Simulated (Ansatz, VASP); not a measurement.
# One calculation of C, two programs

INCAR

```
PREC     = Accurate       # precision mode
ENCUT    = 520            # plane-wave cutoff, eV
EDIFF    = 1E-8           # SCF threshold, eV
ISMEAR   = -1             # smearing method
SIGMA    = 0.08           # smearing width, eV
LREAL    = False          # projectors in reciprocal space
LASPH    = True           # aspherical terms in the spheres
NELM     = 80             # most SCF steps
ALGO     = Normal         # electronic algorithm
ISIF     = 2              # what is computed and relaxed
LWAVE    = False          # write WAVECAR
LCHARG   = False          # write CHGCAR
GGA      = PE             # functional
LEFG     = True         
NBANDS   = 11             # bands
```

Contents of KPOINTS:

```
regular mesh
0
Gamma
  20 20 20
```

File POSCAR:

```
C
1.0
    0.0000000000      1.8068684808      1.8068684808
    1.8068684808      0.0000000000      1.8068684808
    1.8068684808      1.8068684808      0.0000000000
C
2
Direct
    0.5000000000      0.5000000000      0.5000000000
    0.7500000000      0.7500000000      0.7500000000
```

Input for Ansatz:

```yaml
crystal:
  lattice:
    - [0.0, 1.8068684808, 1.8068684808]
    - [1.8068684808, 0.0, 1.8068684808]
    - [1.8068684808, 1.8068684808, 0.0]
  atoms:
    - { symbol: C, position: [0.5, 0.5, 0.5] }
    - { symbol: C, position: [0.75, 0.75, 0.75] }
kpoints:
  mp_grid: { grid: [20, 20, 20] }
scf:
  occupations: { method: fermi_dirac, width: 0.08 }
hamiltonian:
  xc: pbe
  pseudopotentials: { kind: paw }
output:
  forces: true
  stress: true
  eigenvalues: true
  efg: { contact_densities: true }
```

Change from the starting cell: volume scaled by 1.04, PAW files.

Alike in both runs: task electric field gradients; functional PBE; k mesh 20 × 20 × 20; occupations fermi-dirac, width 0.08 eV; no spin polarisation.

|  | VASP | Ansatz |
| --- | --- | --- |
| version | VASP 6.6.1 | Ansatz 0.2.0 |
| potentials or method | VASP PAW PBE potentials, release 64 (C) | PAW with Ansatz's default frozen-core files, scalar-relativistic |
| plane-wave cutoff (eV) | 520 | 420 |
| valence electrons in the cell | 8 | 8 |

```csv
,VASP,Ansatz,Ansatz less VASP
gap on the k mesh at the Fermi level (eV),4.05,4.06,+0.011
pressure (GPa),-13.7,-14.3,-0.53
```

The functional is the same, so the differences come from potentials, cutoffs and numerics.
